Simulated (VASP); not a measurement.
Input of a VASP 6.6.1 run:

The input INCAR:

```
  ALGO = Normal
  EDIFF = 1E-6
  ENCUT = 500
  GGA = PE
  GGA_COMPAT = False
  ISIF = 2
  ISMEAR = 0
  IVDW = 12
  LASPH = True
  LCHARG = False
  LREAL = False
  LWAVE = False
  NBANDS = 11
  NELM = 120
  PREC = Accurate
  SIGMA = 0.1
```

The input KPOINTS:

```
k-points
0
Gamma
  6 6 6
```

File POSCAR:

```
BP
1.0
    0.0000000000      2.2660722700      2.2660722700
    2.2660722700      0.0000000000      2.2660722700
    2.2660722700      2.2660722700      0.0000000000
B P
1 1
Direct
    0.0000000000      0.0000000000      0.0000000000
    0.2500000000      0.2500000000      0.2500000000
```

Potentials or basis: VASP PAW PBE potentials, release 64 (B, P).

The run is started by

```console
$ cat potpaw_PBE.64/B/POTCAR potpaw_PBE.64/P/POTCAR > POTCAR
$ mpirun -np 1 vasp_std > vasp.out
```

Question: Estimate the dispersion energy per atom.

Answer: -0.325 eV.

Question: Predict the band gap on the k mesh.

Answer: 1.32 eV, indirect (least direct gap 3.40 eV).

A k mesh can miss the band edges. Expect the measured gap to be larger: semilocal functionals such as PBE lack the derivative discontinuity.
